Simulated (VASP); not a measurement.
Input of a VASP 6.6.1 run:

POSCAR

```
CuO
1.0
    0.0000000000      2.0636787084      2.0636787084
    2.0636787084      0.0000000000      2.0636787084
    2.0636787084      2.0636787084      0.0000000000
Cu O
1 1
Direct
    0.0000000000      0.0000000000      0.0000000000
    0.5000000000      0.5000000000      0.5000000000
```

Contents of INCAR.step1:

```
PREC = Accurate ; ENCUT = 520
ISMEAR = -1 ; SIGMA = 0.1
LREAL = False ; LASPH = True
NELM = 60 ; NBANDS = 16
GGA = PE ; ALGO = Normal
EDIFF = 1E-4 ; LWAVE = True
LCHARG = False
```

INCAR.step2

```
PREC = Accurate ; ENCUT = 520
EDIFF = 1E-6 ; ISMEAR = -1
SIGMA = 0.1 ; LREAL = False
LASPH = True ; NELM = 60
ALGO = Normal ; ISIF = 2
LWAVE = False ; LCHARG = False
METAGGA = R2SCAN ; LMIXTAU = True
NBANDS = 16 ; ISTART = 1
```

File KPOINTS:

```
Automatic mesh
0
Gamma
  14 14 14
```

Potentials or basis: VASP PAW PBE potentials, release 64 (Cu, O).

Command:

```sh
$ cat potpaw_PBE.64/Cu/POTCAR potpaw_PBE.64/O/POTCAR > POTCAR
$ cp INCAR.step1 INCAR
$ mpirun -np 1 vasp_std > vasp.out
$ cp INCAR.step2 INCAR
$ mpirun -np 1 vasp_std > vasp.out
```

(1) Predict the pressure.

(2) Predict the band gap on the k mesh.

Results:

(1) 10.9 GPa.

(2) zero (an odd number of electrons rules out a gap without spin polarisation).

Caveat: the cell stands under pressure; the PAW data sets were made with another functional, which shifts forces and pressure a little; an odd number of electrons without spin polarisation forces a metal; a magnetic or distorted state may lie lower; semilocal functionals often make such compounds metallic where correlation or magnetic order opens a gap, which also shifts bond lengths.
